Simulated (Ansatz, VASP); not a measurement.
## Be in VASP and in Ansatz

Contents of INCAR:

```
PREC = Accurate
ENCUT = 520
EDIFF = 1E-6
ISMEAR = -1
SIGMA = 0.05
LREAL = F
LASPH = T
NELM = 60
ALGO = Normal
ISIF = 2
LWAVE = F
LCHARG = F
GGA = PE
NBANDS = 12
```

Contents of KPOINTS:

```
regular mesh
0
Gamma
  9 9 14
```

The input POSCAR:

```
Be
1.0
    3.7342827559      0.0000000000      0.0000000000
    0.0000000000      3.7342827559      0.0000000000
    0.0000000000      0.0000000000      2.2736502440
Be
4
Direct
    0.2974080000      0.2974080000      0.0000000000
    0.7025920000      0.7025920000      0.0000000000
    0.2025920000      0.7974080000      0.5000000000
    0.7974080000      0.2025920000      0.5000000000
```

Input for Ansatz:

```yaml
crystal:
  lattice:
    - [3.7342827559, 0.0, 0.0]
    - [0.0, 3.7342827559, 0.0]
    - [0.0, 0.0, 2.273650244]
  atoms:
    - { symbol: Be, position: [0.297408, 0.297408, 0.0] }
    - { symbol: Be, position: [0.702592, 0.702592, 0.0] }
    - { symbol: Be, position: [0.202592, 0.797408, 0.5] }
    - { symbol: Be, position: [0.797408, 0.202592, 0.5] }
kpoints:
  mp_grid: { grid: [9, 9, 14] }
  band_path:
    path:
      - [0.0, 0.0, 0.0]
      - [0.0, 0.5, 0.0]
      - [0.5, 0.5, 0.0]
      - [0.0, 0.0, 0.0]
      - [0.0, 0.0, 0.5]
      - [0.0, 0.5, 0.5]
      - [0.5, 0.5, 0.5]
      - [0.0, 0.0, 0.5]
      - [0.0, 0.5, 0.0]
    npoints: 5
scf:
  occupations: { method: fermi_dirac, width: 0.05 }
hamiltonian:
  xc: pbe
  pseudopotentials: { kind: all_electron, lapw: { basis_error: 0.001 } }
output:
  forces: true
  stress: true
  eigenvalues: true
```

Change from the starting cell: volume scaled by 0.99.

Alike in both runs: task single point; functional PBE; k mesh 9 × 9 × 14; occupations fermi-dirac, width 0.05 eV; no spin polarisation.

|  | VASP | Ansatz |
| --- | --- | --- |
| version | VASP 6.6.1 | Ansatz 0.2.0 |
| potentials or method | VASP PAW PBE potentials, release 64 (Be), cutoff 520 eV | all-electron LAPW, scalar-relativistic |

Ansatz gave:

| Quantity | Value |
| --- | --- |
| pressure (GPa) | 1.2 |
| traceless stress, the component that is largest in VASP (GPa) | -0.81 |

Q: What did VASP give for the same quantities?

A: Pressure (GPa): 1.4; traceless stress, the component that is largest in VASP (GPa): -0.82.

Ansatz ran all-electron here, and VASP with PAW potentials.
